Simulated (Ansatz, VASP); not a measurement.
## Cd: VASP beside Ansatz

File INCAR:

```
PREC = Accurate ; ENCUT = 520
EDIFF = 1E-6 ; ISMEAR = 0
SIGMA = 0.15 ; LREAL = F
LASPH = T ; NELM = 100
ALGO = Normal ; ISIF = 2
LWAVE = F ; LCHARG = T
GGA = PE ; LELF = T
LVHAR = T ; NBANDS = 12
```

File KPOINTS:

```
Automatic mesh
0
Gamma
  18 18 18
```

The input POSCAR:

```
Cd
1.0
    0.0000000000      2.4776628404      1.9652821650
    2.4776628404      0.0000000000      1.9652821650
    2.4776628404      2.4776628404      0.0000000000
Cd
1
Direct
    0.0000000000      0.0000000000      0.0000000000
```

Input for Ansatz:

```yaml
crystal:
  lattice:
    - [0.0, 2.4776628404, 1.965282165]
    - [2.4776628404, 0.0, 1.965282165]
    - [2.4776628404, 2.4776628404, 0.0]
  atoms:
    - { symbol: Cd, position: [0.0, 0.0, 0.0] }
basis:
  ecutwfc: 420
kpoints:
  mp_grid: { grid: [18, 18, 18] }
hamiltonian:
  xc: pbe
scf:
  occupations: { method: gaussian, width: 0.15 }
output:
  forces: true
  stress: true
  eigenvalues: true
```

Alike in both runs: task single point; functional PBE; k mesh 18 × 18 × 18; occupations gaussian, width 0.15 eV; no spin polarisation.

|  | VASP | Ansatz |
| --- | --- | --- |
| version | VASP 6.6.1 | Ansatz 0.2.0 |
| potentials or method | VASP PAW PBE potentials, release 64 (Cd), cutoff 520 eV | scalar-relativistic, plane waves, PAW |
| valence electrons in the cell | 12 | 20 |

VASP gave:

| Quantity | Value |
| --- | --- |
| gap on the k mesh at the Fermi level (eV) | none |
| pressure (GPa) | -1.1 |
| traceless stress, the component that is largest in VASP (GPa) | 1.11 |

Question: Estimate Ansatz's values.

Answer: gap on the k mesh at the Fermi level (eV): none; pressure (GPa): -1.3; traceless stress, the component that is largest in VASP (GPa): 1.11.

A gap of «none» marks a metal or a gap that the smearing closes. VASP's potentials hold 12 valence electrons a cell and Ansatz's 20, so a difference there can come from the potentials and not from the codes.
